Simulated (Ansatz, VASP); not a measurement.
**AlN: VASP beside Ansatz**

```
CELL_PARAMETERS angstrom
3.09528 0.00000 0.00000
0.00000 4.37739 0.00000
0.00000 0.00000 3.09528
ATOMIC_POSITIONS crystal
Al 0.00000 0.00000 0.00000
Al 0.50000 0.50000 0.50001
N 0.50000 0.25000 0.00000
N 0.00000 0.75000 0.50001
```

Alike in both runs: task single point; functional PBEsol; k mesh 6 × 4 × 6; occupations gaussian, width 0.1 eV; no spin polarisation.

```csv
,VASP,Ansatz
version,VASP 6.6.1,Ansatz 0.2.0
potentials or method,"VASP PAW PBE potentials, release 64 (Al, N), cutoff 600 eV","scalar-relativistic, plane waves, PAW"
valence electrons in the cell,16,16
```

```tsv
	VASP	Ansatz	Ansatz less VASP
gap on the k mesh at the Fermi level (eV)	3.18	3.19	+0.007
least direct gap on the mesh (eV)	3.18	3.19	+0.007
pressure (GPa)	-0.1	0.0	+0.10
```

VASP's potentials were made for PBE, not for PBEsol, and Ansatz warns of the same on its side. Ansatz's warnings: structure snapped to symmetry.
